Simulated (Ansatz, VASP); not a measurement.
# Y: VASP beside Ansatz

File INCAR:

```
PREC     = Accurate       # precision mode
ENCUT    = 520            # plane-wave cutoff, eV
EDIFF    = 1E-6           # SCF threshold, eV
ISMEAR   = -1             # smearing method
SIGMA    = 0.1            # smearing width, eV
LREAL    = False          # projectors in reciprocal space
LASPH    = True           # aspherical terms in the spheres
NELM     = 60             # most SCF steps
ALGO     = Normal         # electronic algorithm
ISIF     = 2              # what is computed and relaxed
LWAVE    = False          # write WAVECAR
LCHARG   = False          # write CHGCAR
GGA      = CA             # functional
NBANDS   = 18             # bands
```

File KPOINTS:

```
Automatic mesh
0
Gamma
  17 17 10
```

File POSCAR:

```
Y
1.0
    3.5392700426      0.0000000000      0.0000000000
   -1.7696350213      3.0650977678      0.0000000000
    0.0000000000      0.0000000000      5.5248319794
Y
2
Direct
    0.3333333333      0.6666666667      0.2500000000
    0.6666666667      0.3333333333      0.7500000000
```

Input for Ansatz:

```yaml
crystal:
  lattice:
    - [3.5392700426, 0.0, 0.0]
    - [-1.7696350213, 3.0650977678, 0.0]
    - [0.0, 0.0, 5.5248319794]
  atoms:
    - { symbol: "Y", position: [0.3333333333, 0.6666666667, 0.25] }
    - { symbol: "Y", position: [0.6666666667, 0.3333333333, 0.75] }
hamiltonian:
  xc: lda
  pseudopotentials:
    kind: paw
    azcp:
      "Y": "pseudopotentials/Y.paw.azcp"
basis:
  ecutwfc: 420
  fft_grid_basis: typed
kpoints:
  mp_grid: { grid: [17, 17, 10], shift: [0, 0, 0] }
magnetization:
  spin_polarized: false
scf:
  occupations: { method: fermi_dirac, width: 0.1 }
  lower_state_search: "off"
output:
  stress: true
  write_density: true
  write_potential: true
  elf: true
  volumetric_format: npy
```

Alike in both runs: task single point; functional LDA; k mesh 17 × 17 × 10; occupations fermi-dirac, width 0.1 eV; no spin polarisation.

|  | VASP | Ansatz |
| --- | --- | --- |
| version | VASP 6.6.1 | Ansatz 0.2.0 |
| potentials or method | VASP PAW LDA potentials, release 64 (Y_sv), cutoff 520 eV | plane waves (420 eV) with PAW, scalar-relativistic |
| valence electrons in the cell | 22 | 22 |

VASP gave:

* pressure (GPa): -0.1
* traceless stress, the component that is largest in VASP (GPa): 0.08

Question: Which values does Ansatz return?

Answer: Pressure (GPa): 0.0; traceless stress, the component that is largest in VASP (GPa): 0.06.

Ansatz warns that its potentials were made for another functional, while VASP's fit it. LDA's correlation is that of Perdew and Zunger in VASP and of Perdew and Wang (1992) in Ansatz.
